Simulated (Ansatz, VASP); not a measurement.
# Two plane-wave programs on SnO

File INCAR:

```
  PREC = Accurate
  ENCUT = 520
  EDIFF = 1E-7
  ISMEAR = 0
  SIGMA = 0.05
  LREAL = False
  LASPH = True
  NELM = 60
  ALGO = Normal
  ISIF = 2
  LWAVE = False
  LCHARG = True
  GGA = CA
  LELF = True
  LVHAR = True
  NBANDS = 28
```

KPOINTS

```
Automatic mesh
0
Gamma
  8 6 6
```

POSCAR

```
SnO
1.0
    3.3813427663      0.0382727572     -0.0557995702
    0.0647282507      5.7389189339     -0.0636449571
   -0.0702187065     -0.0473567456      4.2247178537
Sn O
2 2
Direct
   -0.0456047086      0.2060203637      0.5352165052
    0.4551941711      0.7881590280     -0.0260821773
    0.0259143122      0.9187460463      0.7382394452
    0.5644962252      0.0870745620      0.2526282269
```

Input for Ansatz:

```yaml
crystal:
  lattice:
    - [3.3813427663, 0.0382727572, -0.0557995702]
    - [0.0647282507, 5.7389189339, -0.0636449571]
    - [-0.0702187065, -0.0473567456, 4.2247178537]
  atoms:
    - { symbol: Sn, position: [-0.0456047086, 0.2060203637, 0.5352165052] }
    - { symbol: Sn, position: [0.4551941711, 0.788159028, -0.0260821773] }
    - { symbol: O, position: [0.0259143122, 0.9187460463, 0.7382394452] }
    - { symbol: O, position: [0.5644962252, 0.087074562, 0.2526282269] }
basis:
  ecutwfc: 420
kpoints:
  mp_grid: { grid: [8, 6, 6] }
hamiltonian:
  xc: lda
scf:
  occupations: { method: gaussian, width: 0.05 }
output:
  forces: true
  stress: true
  eigenvalues: true
```

Change from the starting cell: all atoms moved at random (sigma 0.15 Å a component), cell strained at random (sigma 0.03).

Alike in both runs: task single point; functional LDA; k mesh 8 × 6 × 6; occupations gaussian, width 0.05 eV; no spin polarisation.

|  | VASP | Ansatz |
| --- | --- | --- |
| version | VASP 6.6.1 | Ansatz 0.2.0 |
| potentials or method | VASP PAW LDA potentials, release 64 (Sn_d, O), cutoff 520 eV | scalar-relativistic, plane waves, PAW |
| valence electrons in the cell | 40 | 40 |

Ansatz gave:

- gap on the k mesh at the Fermi level (eV): 1.52
- least direct gap on the mesh (eV): 2.15
- pressure (GPa): 10.8
- traceless stress, the component that is largest in VASP (GPa): 10.65
- rms of the force components (eV/Å): 2.249

**Question.** Estimate VASP's values.

**Answer.** gap on the k mesh at the Fermi level (eV): 1.50; least direct gap on the mesh (eV): 2.12; pressure (GPa): 11.1; traceless stress, the component that is largest in VASP (GPa): 10.85; rms of the force components (eV/Å): 2.294.

LDA's correlation is that of Perdew and Zunger in VASP and of Perdew and Wang (1992) in Ansatz. Atom by atom the forces differ by 0.053 eV/Å (rms over components).
